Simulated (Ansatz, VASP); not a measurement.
This is a calculation of F for VASP 6.6.1.

The input INCAR:

```
PREC = Accurate
ENCUT = 520
EDIFF = 1E-7
ISMEAR = -1
SIGMA = 0.05
LREAL = False
LASPH = True
NELM = 60
ALGO = Normal
ISIF = 2
LWAVE = False
LCHARG = True
GGA = PE
LELF = True
LVHAR = True
NBANDS = 22
```

Contents of KPOINTS:

```
regular mesh
0
Gamma
  9 9 4
```

File POSCAR:

```
F
1.0
    2.8039352617     -1.6721650288      0.0000000000
    2.8039352617      1.6721650288      0.0000000000
   -1.5661375111      0.0000000000      7.2596601511
F
4
Direct
    0.4950000000      0.4950000000      0.4000000000
    0.5050000000      0.5050000000      0.6000000000
    0.9496000000      0.9496000000      0.9004000000
    0.0504000000      0.0504000000      0.0996000000
```

Potentials or basis: VASP PAW PBE potentials, release 64 (F).

Run with:

```sh
$ cat potpaw_PBE.64/F/POTCAR > POTCAR
$ mpirun -np 1 vasp_std > vasp.out
```

Q: Translate it to Ansatz 0.2.0. Potentials there: Ansatz PAW.

A: As run (the cutoff follows the program's own potentials):

input.yaml

```yaml
crystal:
  lattice:
    - [2.8039352617, -1.6721650288, 0.0]
    - [2.8039352617, 1.6721650288, 0.0]
    - [-1.5661375111, 0.0, 7.2596601511]
  atoms:
    - { symbol: F, position: [0.495, 0.495, 0.4] }
    - { symbol: F, position: [0.505, 0.505, 0.6] }
    - { symbol: F, position: [0.9496, 0.9496, 0.9004] }
    - { symbol: F, position: [0.0504, 0.0504, 0.0996] }
hamiltonian:
  xc: pbe
  pseudopotentials: { kind: paw }
kpoints:
  mp_grid: { grid: [9, 9, 4] }
scf:
  occupations: { method: fermi_dirac, width: 0.05 }
output:
  forces: true
  stress: true
  eigenvalues: true
```

Potentials or basis: Ansatz PAW.

Command:

```console
$ ansatz run input.yaml --threads 2 --pin off --max-ram 5120MiB --backend cpu --events-out ev --progress --plain --runs-dir out
```

Both were run:

|  | VASP | Ansatz | Ansatz less VASP |
| --- | --- | --- | --- |
| gap on the k mesh at the Fermi level (eV) | 2.07 | 2.12 | +0.056 |
| least direct gap on the mesh (eV) | 2.07 | 2.12 | +0.056 |
| pressure (GPa) | -3.1 | -3.3 | -0.15 |
| traceless stress, the component that is largest in VASP (GPa) | -5.94 | -7.22 | -1.285 |
| rms of the force components (eV/Å) | 0.748 | 0.911 | +0.1629 |

Atom by atom the forces differ by 0.163 eV/Å (rms over components). The functional is the same, so the differences come from potentials, cutoffs and numerics.

Noted on Ansatz's run: odd divisions of the mesh miss points on the zone boundary, where band edges often lie, so the gap on the mesh can be too wide.
